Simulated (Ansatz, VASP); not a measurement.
One calculation of Se, two programs

File INCAR:

```
  PREC = Accurate
  ENCUT = 520
  EDIFF = 1E-6
  ISMEAR = -1
  SIGMA = 0.1
  LREAL = False
  LASPH = True
  NELM = 60
  ALGO = Normal
  ISIF = 2
  LWAVE = False
  LCHARG = True
  GGA = PE
  LELF = True
  LVHAR = True
  NBANDS = 13
```

KPOINTS

```
regular mesh
0
Gamma
  11 11 11
```

File POSCAR:

```
Se
1.0
    0.0000000000      3.0564476421      3.0564476421
    3.0564476421      0.0000000000      3.0564476421
    3.0564476421      3.0564476421      0.0000000000
Se
2
Direct
   -0.1250000000     -0.1250000000     -0.1250000000
    0.1250000000      0.1250000000      0.1250000000
```

Input for Ansatz:

```yaml
crystal:
  lattice:
    - [0.0, 3.0564476421, 3.0564476421]
    - [3.0564476421, 0.0, 3.0564476421]
    - [3.0564476421, 3.0564476421, 0.0]
  atoms:
    - { symbol: Se, position: [-0.125, -0.125, -0.125] }
    - { symbol: Se, position: [0.125, 0.125, 0.125] }
kpoints:
  mp_grid: { grid: [11, 11, 11] }
scf:
  occupations: { method: fermi_dirac, width: 0.1 }
hamiltonian:
  xc: pbe
  pseudopotentials: { kind: all_electron, lapw: { basis_error: 0.001 } }
output:
  forces: true
  stress: true
  eigenvalues: true
  populations: true
```

Change from the starting cell: volume scaled by 0.9, LAPW.

Alike in both runs: task single point; functional PBE; k mesh 11 × 11 × 11; occupations fermi-dirac, width 0.1 eV; no spin polarisation.

```csv
,VASP,Ansatz
version,VASP 6.6.1,Ansatz 0.2.0
potentials or method,"VASP PAW PBE potentials, release 64 (Se), cutoff 520 eV","all-electron LAPW, scalar-relativistic"
```

```tsv
	VASP	Ansatz	Ansatz less VASP
pressure (GPa)	5.1	5.1	-0.05
```

Ansatz ran all-electron here, and VASP with PAW potentials.
